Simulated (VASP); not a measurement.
P: relaxation of cell and atoms with PBE

Crystal: P.

```xyz
8
Lattice="0.0000 4.2961 4.2961 4.2961 0.0000 4.2961 4.2961 4.2961 0.0000" Properties=species:S:1:pos:R:3 pbc="T T T"
P     7.4285    7.4285    7.4285
P     5.4596    5.4596    7.4285
P     5.4596    7.4285    5.4596
P     7.4285    5.4596    5.4596
P     3.1325    3.1325    1.1636
P     1.1636    1.1636    1.1636
P     3.1325    1.1636    3.1325
P     1.1636    3.1325    3.1325
```

The cell was generated, and may not be a known phase.

- Program: VASP 6.6.1
- Task: relaxation of cell and atoms
- Functional: PBE
- Potentials or basis: VASP PAW PBE potentials, release 64 (P)
- Cutoff: 600 eV
- k mesh: 8 × 8 × 8
- Occupations: gaussian, width 0.1 eV
- Spin: no spin polarisation
- Dipole correction: no
- Further INCAR settings: ALGO = Normal; EDIFF = 1e-07; IBRION = 2; EDIFFG = -0.01; NSW = 100; ISIF = 3

```
Relaxed volume                        : 20.17 Å³/atom
Relaxed cell                          : a = 6.111 Å, b = 6.111 Å, c = 6.111 Å, α = 60.00°, β = 60.00°, γ = 60.00°
Space group after relaxing (to 0.1 Å) : Fm-3m (No. 225)
Energy gained by relaxing             : 1.7 meV/atom
Ionic steps                           : 6
Pressure after relaxing               : 0.1 GPa
Largest force after relaxing          : 0.008 eV/Å
Band gap on the k mesh                : zero (bands 20 and 21 overlap by 1.64 eV)
```

Forces in eV/Å, atoms in the order of the input:
```
P   -0.005 -0.005 -0.005
P    0.005  0.005 -0.005
P    0.005 -0.005  0.005
P   -0.005  0.005  0.005
P   -0.005 -0.005  0.005
P    0.005  0.005  0.005
P   -0.005  0.005 -0.005
P    0.005 -0.005 -0.005
```

Step by step:
```
step  energy change (eV)  largest force (eV/Å)  pressure (GPa)  volume (Å³)
   1              0.0000                0.1653           -0.42       158.58
   2             -0.0055                0.0190            0.57       157.39
   3             -0.0057                0.0450            0.39       157.60
   4             -0.0087                0.0337            0.31       158.37
   5             -0.0135                0.0011            0.11       160.71
   6             -0.0137                0.0085            0.07       161.40
```

Final structure:
```
P
1.0
     0.00000    4.32136    4.32136
     4.32136    0.00000    4.32136
     4.32136    4.32136    0.00000
P
8
Cartesian
  7.4877 7.4877 7.4877
  5.4764 5.4764 7.4877
  5.4764 7.4877 5.4764
  7.4877 5.4764 5.4764
  3.1664 3.1664 1.1550
  1.1550 1.1550 1.1550
  3.1664 1.1550 3.1664
  1.1550 3.1664 3.1664
```

Levels at points of the mesh, in eV from the Fermi level:
```csv
k point,band 16,band 17,band 18,band 19,band 20,band 21,band 22,band 23,band 24,band 25
"(0.00, 0.00, 0.00)",-2.24,-2.24,1.25,1.25,1.25,1.46,1.46,1.46,1.48,1.48
"(0.50, 0.00, 0.00)",-2.18,-1.71,-1.71,-1.23,-0.36,-0.36,1.88,1.88,2.29,2.29
"(0.50, 0.50, 0.00)",-3.39,-1.61,-1.61,-0.97,-0.97,0.53,0.91,0.91,2.03,2.52
```

Run time: 14 min on 1 thread of Intel Xeon 8259CL (shared host), peak memory 0.4 GiB.

Caveat: this functional lacks dispersion, which holds the molecules together, so the pressure and a relaxed volume are unreliable.
